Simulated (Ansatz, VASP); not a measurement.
**One calculation of BaOs, two programs**

The input INCAR:

```
ALGO = Normal
EDIFF = 1E-6
ENCUT = 520
GGA = PE
ISIF = 2
ISMEAR = 0
IVDW = 12
LASPH = True
LCHARG = True
LELF = True
LREAL = False
LVHAR = True
LWAVE = False
NBANDS = 16
NELM = 100
PREC = Accurate
SIGMA = 0.05
```

File KPOINTS:

```
k-points
0
Gamma
  8 8 8
```

File POSCAR:

```
BaOs
1.0
    3.7279657443      0.0000000000      0.0000000000
    0.0000000000      3.7279657443      0.0000000000
    0.0000000000      0.0000000000      3.7279657443
Ba Os
1 1
Direct
    0.0000000000      0.0000000000      0.0000000000
    0.5000000000      0.5000000000      0.5000000000
```

Input for Ansatz:

```yaml
crystal:
  lattice:
    - [3.7279657443, 0.0, 0.0]
    - [0.0, 3.7279657443, 0.0]
    - [0.0, 0.0, 3.7279657443]
  atoms:
    - { symbol: Ba, position: [0.0, 0.0, 0.0] }
    - { symbol: Os, position: [0.5, 0.5, 0.5] }
basis:
  ecutwfc: 420
  ecutrho_ratio: 4
kpoints:
  mp_grid: { grid: [8, 8, 8] }
hamiltonian:
  xc: pbe
  dispersion: d3bj
scf:
  occupations: { method: gaussian, width: 0.05 }
  eigensolver: { kind: davidson }
output:
  forces: true
  stress: true
```

Alike in both runs: task single point; functional PBE; dispersion D3(BJ); k mesh 8 × 8 × 8; occupations gaussian, width 0.05 eV; no spin polarisation.

|  | VASP | Ansatz |
| --- | --- | --- |
| version | VASP 6.6.1 | Ansatz 0.2.0 |
| potentials or method | VASP PAW PBE potentials, release 64 (Ba_sv, Os), cutoff 520 eV | scalar-relativistic, plane waves, PAW |
| valence electrons in the cell | 18 | 26 |

```csv
,VASP,Ansatz,Ansatz less VASP
pressure (GPa),-0.9,-2.7,-1.80
```

VASP's potentials hold 18 valence electrons a cell and Ansatz's 26, so a difference there can come from the potentials and not from the codes.

Neither program's run includes spin-orbit coupling.
